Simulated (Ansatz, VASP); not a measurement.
## Ti: VASP beside Ansatz

```xyz
1
Lattice="-0.0508 2.0300 2.0300 2.0300 -0.0508 2.0300 1.9792 1.9792 0.0000" Properties=species:S:1:pos:R:3 pbc="T T T"
Ti    0.0000    0.0000    0.0000
```

Change from the starting cell: strain -0.0500 x Voigt [0, 0, 0, 0, 0, 1], atoms carried along.

Alike in both runs: task single point; functional PBEsol; k mesh 20 × 20 × 20; occupations gaussian, width 0.15 eV; no spin polarisation.

|  | VASP | Ansatz |
| --- | --- | --- |
| version | VASP 6.6.1 | Ansatz 0.2.0 |
| potentials or method | VASP PAW PBE potentials, release 64 (Ti_sv), cutoff 520 eV | scalar-relativistic, plane waves, PAW |
| valence electrons in the cell | 12 | 12 |

|  | VASP | Ansatz | Ansatz less VASP |
| --- | --- | --- | --- |
| gap on the k mesh at the Fermi level (eV) | none | none | - |
| pressure (GPa) | -0.5 | -0.2 | +0.31 |
| traceless stress, the component that is largest in VASP (GPa) | 2.95 | 2.97 | +0.021 |

VASP's potentials were made for PBE, not for PBEsol. A gap of «none» marks a metal or a gap that the smearing closes.
